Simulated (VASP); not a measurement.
# SrCl2 (Fm-3m) in VASP: further runs

The runs below take SrCl2 through single point, with PBE, LDA, PBEsol.

All numbers are computed with VASP 6.6.1; they aren't measurements. Logs are shortened: lines on timing, memory, paths and dates and some standing lists are left out, and cuts for length are marked.

## 1. The cell of the first run

It takes space group Fm-3m (No. 225, cubic). The conventional cell has a = 6.995 Å, b = 6.995 Å, c = 6.995 Å, α = 90.00°, β = 90.00°, γ = 90.00°. Sr (site symmetry m-3m) has 8 Cl at 3.03 Å within 4.0 Å. Within 4.0 Å of Cl (site symmetry -43m) lie 4 Sr at 3.03 Å and 6 Cl at 3.50 Å.

## 2. Single point, PBE

File INCAR:

```
  PREC = Accurate
  ENCUT = 500
  EDIFF = 1E-6
  ISMEAR = 0
  SIGMA = 0.01
  LREAL = False
  LASPH = True
  NELM = 120
  ALGO = Normal
  ISIF = 2
  LWAVE = False
  LCHARG = True
  GGA = PE
  LELF = True
  LVHAR = True
  NBANDS = 19
  GGA_COMPAT = False
```

File KPOINTS:

```
Automatic mesh
0
Gamma
  2 2 2
```

File POSCAR:

```
SrCl2
1.0
    0.0000000000      3.4976509413      3.4976509413
    3.4976509413      0.0000000000      3.4976509413
    3.4976509413      3.4976509413      0.0000000000
Sr Cl
1 2
Direct
    0.0000000000      0.0000000000      0.0000000000
    0.2500000000      0.2500000000      0.2500000000
    0.7500000000      0.7500000000      0.7500000000
```

Potentials or basis: VASP PAW PBE potentials, release 64 (Sr_sv, Cl).

Launch:

```console
cat potpaw_PBE.64/Sr_sv/POTCAR potpaw_PBE.64/Cl/POTCAR > POTCAR
mpirun -np 1 vasp_std > vasp.out
```

OUTCAR:

```text
PREC = Accurate
   ENCUT = 500
   EDIFF = 1E-6
   ISMEAR = 0
   LREAL = False
   LASPH = True
   NELM = 120
   ISIF = 2
   GGA = PE

 ion  position               nearest neighbor table
   1  0.000  0.000  0.000-   3 3.03   3 3.03   3 3.03   2 3.03   3 3.03   2 3.03   2 3.03   2 3.03

   2  0.250  0.250  0.250-   1 3.03   1 3.03   1 3.03   1 3.03
   3  0.750  0.750  0.750-   1 3.03   1 3.03   1 3.03   1 3.03

  LATTYP: Found a face centered cubic cell.
 ALAT       =     6.9953018826

  Lattice vectors:

 A1 = (   0.0000000000,   3.4976509413,   3.4976509413)
 A2 = (   3.4976509413,   0.0000000000,   3.4976509413)
 A3 = (   3.4976509413,   3.4976509413,   0.0000000000)

Analysis of symmetry for initial positions (statically):
=====================================================================
 Subroutine PRICEL returns:
 Original cell was already a primitive cell.

 Routine SETGRP: Setting up the symmetry group for a
 face centered cubic supercell.

 Subroutine GETGRP returns: Found 48 space group operations
 (whereof 48 operations were pure point group operations)
 out of a pool of 48 trial point group operations.

The static configuration has the point symmetry O_h .

Analysis of symmetry for dynamics (positions and initial velocities):
=====================================================================
 Subroutine PRICEL returns:
 Original cell was already a primitive cell.

 Routine SETGRP: Setting up the symmetry group for a
 face centered cubic supercell.

 Subroutine GETGRP returns: Found 48 space group operations
 (whereof 48 operations were pure point group operations)
 out of a pool of 48 trial point group operations.

The dynamic configuration has the point symmetry O_h .

 Subroutine INISYM returns: Found 48 space group operations
 (whereof 48 operations are pure point group operations),
 and found     1 'primitive' translations

----------------------------------------------------------------------------------------

                                     Primitive cell

  volume of cell :      85.5775

  direct lattice vectors                    reciprocal lattice vectors
     0.000000000  3.497650941  3.497650941    -0.142953087  0.142953087  0.142953087
     3.497650941  0.000000000  3.497650941     0.142953087 -0.142953087  0.142953087
     3.497650941  3.497650941  0.000000000     0.142953087  0.142953087 -0.142953087

  length of vectors
     4.946425398  4.946425398  4.946425398     0.247602010  0.247602010  0.247602010

  position of ions in fractional coordinates (direct lattice)
     0.000000000  0.000000000  0.000000000
     0.250000000  0.250000000  0.250000000
     0.750000000  0.750000000  0.750000000

  ion indices of the primitive-cell ions
   primitive index   ion index
                 1           1
                 2           2
                 3           3

----------------------------------------------------------------------------------------

 KPOINTS: Automatic mesh

Automatic generation of k-mesh.
 Grid dimensions read from file:
 generate k-points for:    2    2    2

 Generating k-lattice:

  Cartesian coordinates                     Fractional coordinates (reciprocal lattice)
    -0.071476544  0.071476544  0.071476544     0.500000000  0.000000000  0.000000000
     0.071476544 -0.071476544  0.071476544     0.000000000  0.500000000  0.000000000
     0.071476544  0.071476544 -0.071476544     0.000000000  0.000000000  0.500000000

  Length of vectors
     0.123801005  0.123801005  0.123801005

  Shift w.r.t. Gamma in fractional coordinates (k-lattice)
     0.000000000  0.000000000  0.000000000

 Subroutine IBZKPT returns following result:
 ===========================================

 Found      3 irreducible k-points:

 Following reciprocal coordinates:
            Coordinates               Weight
  0.000000  0.000000  0.000000      1.000000
  0.500000  0.000000  0.000000      4.000000
  0.500000  0.500000  0.000000      3.000000
   k-points           NKPTS =      3   k-points in BZ     NKDIM =      3   number of bands    NBANDS=     19
   number of dos      NEDOS =    301   number of ions     NIONS =      3
   total plane-waves  NPLWV =  46656
   dimension x,y,z NGX =    36 NGY =   36 NGZ =   36
   dimension x,y,z NGXF=    72 NGYF=   72 NGZF=   72
   ions per type =               1   2
   NGX,Y,Z   is equivalent  to a cutoff of  12.10, 12.10, 12.10 a.u.
   NGXF,Y,Z  is equivalent  to a cutoff of  24.20, 24.20, 24.20 a.u.
 SYSTEM =  unknown system
   PREC   = accura    normal or accurate (medium, high low for compatibility)
   ISTART =      0    job   : 0-new  1-cont  2-samecut
   ICHARG =      2    charge: 1-file 2-atom 10-const
   ISPIN  =      1    spin polarized calculation?
   LNONCOLLINEAR =      F non collinear calculations
   LSORBIT =      F    spin-orbit coupling
   LASPH  =      T    aspherical Exc in radial PAW
   ENCUT  =  500.0 eV  36.75 Ry    6.06 a.u.   9.02  9.02  9.02*2*pi/ulx,y,z
   NELM   =    120;   NELMIN=  2; NELMDL= -5     # of ELM steps
   EDIFF  = 0.1E-05   stopping-criterion for ELM
   LREAL  =      F    real-space projection
   EDIFFG = 0.1E-04   stopping-criterion for IOM
   NSW    =      0    number of steps for IOM
   IBRION =     -1    ionic relax: 0-MD 1-quasi-New 2-CG
   NFREE  =      0    steps in history (QN), initial steepest desc. (CG)
   ISIF   =      2    stress and relaxation
   ISYM   =      2    0-nonsym 1-usesym 2-fastsym
   POTIM  = 0.5000    time-step for ionic-motion
   TEBEG  =    0.0;   TEEND  =   0.0 temperature during run
   PSTRESS=    0.0 pullay stress
   NELECT =      24.0000    total number of electrons
   NUPDOWN=      -1.0000    fix difference up-down
   EMIN   =  10.00;   EMAX   =-10.00  energy-range for DOS
   EFERMI =   0.00;   METHOD = LEGACY
   ISMEAR =     0;   SIGMA  =   0.01  broadening in eV -4-tet -1-fermi 0-gaus
   EFERMI_NEDOS =   21; number of points for ismear=-14 and -15
   IALGO  =     38    algorithm
   IMIX   =      4    mixing-type and parameters
     AMIX     =   0.40;   BMIX     =  1.00
     AMIX_MAG =   1.60;   BMIX_MAG =  1.00
  volume/ion in A,a.u.               =      28.53       192.50
  Fermi-wavevector in a.u.,A,eV,Ry     =   1.071582  2.024997 15.623409  1.148288
  Thomas-Fermi vector in A             =   2.207327
   LORBIT       =      0    0 simple, 1 ext, 2 COOP (PROOUT), +10 PAW based schemes
   GGA     = PE    functional components
   LHFCALC =     F    Hartree Fock is set to
   AEXX    =    0.0000 exact exchange contribution
   IVDW    =     0    specifies the selected vdW correction
   LEPSILON=     F    determine dielectric tensor
   LRPA    =     F    only Hartree local field effects (RPA)
 non-spin polarized calculation
 Gauss-broadening in eV      SIGMA  =   0.01
  energy-cutoff  :      500.00
  volume of cell :       85.58
 maximum number of plane-waves:      2200
 NGX is ok and might be reduce to    36
   NGX = 17   NGY = 17   NGZ = 17

 number of electron      24.0000002 magnetization

 Free energy of the ion-electron system (eV)
  ---------------------------------------------------
  ext. energy  EPLUGINS =         0.00000000
  ---------------------------------------------------
  free energy    TOTEN  =       -12.74670125 eV

  energy without entropy =      -12.74670125  energy(sigma->0) =      -12.74670125

 E-fermi :   0.2146     XC(G=0):  -8.2445

 val. band max:        0.1169531208   @ k =   0.5000   0.5000   0.0000
 cond. band min:       5.4135732816   @ k =   0.0000   0.0000   0.0000
 fundamental gap:      5.2966201608
 Fermi energy:         0.2146327924

 k-point     1 :       0.0000    0.0000    0.0000
  band No.  band energies     occupation
      1     -32.8253      2.00000
      2     -14.8127      2.00000
      3     -14.8127      2.00000
      4     -14.8127      2.00000
      5     -13.1628      2.00000
      6     -12.3277      2.00000
      7      -1.9849      2.00000
      8      -1.9849      2.00000
      9      -1.9849      2.00000
     10      -0.2177      2.00000
     11      -0.2177      2.00000
     12      -0.2177      2.00000
     13       5.4136      0.00000
     14       6.1991      0.00000
     15       6.1991      0.00000
     16       9.1273      0.00000
     17       9.1273      0.00000
     18       9.1284      0.00000
     19       9.3637      0.00000

 k-point     2 :       0.5000    0.0000    0.0000
  band No.  band energies     occupation
      1     -32.8223      2.00000
      2     -15.0791      2.00000
      3     -14.8258      2.00000
      4     -14.8258      2.00000
      5     -12.7707      2.00000
      6     -12.4120      2.00000
      7      -1.4291      2.00000
      8      -1.4291      2.00000
      9      -1.3684      2.00000
     10      -1.1891      2.00000
     11      -0.9222      2.00000
     12      -0.9222      2.00000
     13       6.8028      0.00000
     14       6.8028      0.00000
     15       7.5762      0.00000
     16       7.9657      0.00000
     17       8.6821      0.00000
     18       8.6821      0.00000
     19       8.8300      0.00000

 k-point     3 :       0.5000    0.5000    0.0000
  band No.  band energies     occupation
      1     -32.8213      2.00000
      2     -15.1370      2.00000
      3     -14.8441      2.00000
      4     -14.8441      2.00000
      5     -12.6248      2.00000
      6     -12.4343      2.00000
      7      -2.6104      2.00000
      8      -1.7448      2.00000
      9      -1.7448      2.00000
     10      -0.2817      2.00000
     11      -0.2817      2.00000
     12       0.1170      2.00000
     13       5.6107      0.00000
     14       7.1159      0.00000
     15       7.6764      0.00000
     16       8.0788      0.00000
     17       8.0788      0.00000
     18       8.7381      0.00000
     19       9.9587      0.00000

------------------------ aborting loop because EDIFF is reached ----------------------------------------

  FORCE on cell =-STRESS in cart. coord.  units (eV):
  Direction    XX          YY          ZZ          XY          YZ          ZX
  --------------------------------------------------------------------------------------
  -------------------------------------------------------------------------------------
  Total        0.5250442      0.5250442      0.5250442      0.0000000     -0.0000000      0.0000000
  in kB        9.8298530      9.8298530      9.8298530      0.0000000     -0.0000000      0.0000000
  external PRESSURE =       9.8298530 kB  Pullay stress =       0.0000000 kB

 VOLUME and BASIS-vectors are now :
 -----------------------------------------------------------------------------
  energy-cutoff  :      500.00
  volume of cell :       85.58
      direct lattice vectors                 reciprocal lattice vectors
     0.000000000  3.497650941  3.497650941    -0.142953087  0.142953087  0.142953087
     3.497650941  0.000000000  3.497650941     0.142953087 -0.142953087  0.142953087
     3.497650941  3.497650941  0.000000000     0.142953087  0.142953087 -0.142953087

 POSITION                                       TOTAL-FORCE (eV/Angst)
 -----------------------------------------------------------------------------------
      0.00000      0.00000      0.00000         0.000000     -0.000000     -0.000000
      1.74883      1.74883      1.74883         0.000000     -0.000000     -0.000000
      5.24648      5.24648      5.24648        -0.000000      0.000000      0.000000
 -----------------------------------------------------------------------------------
    total drift:                                0.000000      0.000000      0.000000

  FREE ENERGIE OF THE ION-ELECTRON SYSTEM (eV)
  ---------------------------------------------------
  free  energy   TOTEN  =       -12.7467012468 eV

  energy  without entropy=      -12.7467012468  energy(sigma->0) =      -12.74670125
```

It took 16 s on 1 thread of Intel Xeon 8259CL, shared host; peak memory 0.2 GiB.

What came out:

```
Free energy            : -12.7467 eV
Pressure               : 1.0 GPa
Band gap on the k mesh : 5.30 eV, indirect (least direct gap 5.49 eV)
```

Levels at points of the mesh, in eV from the valence-band top:
| k point | band 9 | band 10 | band 11 | band 12 | band 13 | band 14 | band 15 | band 16 |
| --- | --- | --- | --- | --- | --- | --- | --- | --- |
| (0.00, 0.00, 0.00) | -2.10 | -0.33 | -0.33 | -0.33 | 5.30 | 6.08 | 6.08 | 9.01 |
| (0.50, 0.00, 0.00) | -1.49 | -1.31 | -1.04 | -1.04 | 6.69 | 6.69 | 7.46 | 7.85 |
| (0.50, 0.50, 0.00) | -1.86 | -0.40 | -0.40 | 0.00 | 5.49 | 7.00 | 7.56 | 7.96 |

Caveat: the k points lie up to 0.78 Å⁻¹ apart. A k mesh can miss the band edges.

## 3. Single point, LDA

File INCAR:

```
  PREC = Accurate
  ENCUT = 500
  EDIFF = 1E-6
  ISMEAR = 0
  SIGMA = 0.01
  LREAL = F
  LASPH = T
  NELM = 120
  ALGO = Normal
  ISIF = 2
  LWAVE = F
  LCHARG = T
  GGA = CA
  LELF = T
  LVHAR = T
  NBANDS = 19
  GGA_COMPAT = F
```

File KPOINTS:

```
regular mesh
0
Gamma
  2 2 2
```

POSCAR is that of step 2.

Potentials or basis: VASP PAW LDA potentials, release 64 (Sr_sv, Cl).

Launch:

```console
cat potpaw_LDA.64/Sr_sv/POTCAR potpaw_LDA.64/Cl/POTCAR > POTCAR
mpirun -np 1 vasp_std > vasp.out
```

It took 11 s on 1 thread of Intel Xeon 8259CL, shared host; peak memory 0.17 GiB.

Results (log left out):

* Free energy: -13.9672 eV
* Pressure: -2.7 GPa
* Band gap on the k mesh: 4.84 eV, indirect (least direct gap 5.14 eV)

Levels at points of the mesh, in eV from the valence-band top:
```csv
k point,band 10,band 11,band 12,band 13,band 14,band 15
"(0.00, 0.00, 0.00)",-0.35,-0.35,-0.35,4.84,5.80,5.80
"(0.50, 0.00, 0.00)",-1.36,-1.07,-1.07,6.41,6.41,7.24
"(0.50, 0.50, 0.00)",-0.42,-0.42,0.00,5.14,6.77,7.31
```

Caveat: the k points lie up to 0.78 Å⁻¹ apart. A k mesh can miss the band edges.

(Continued in part 2 of 2.)
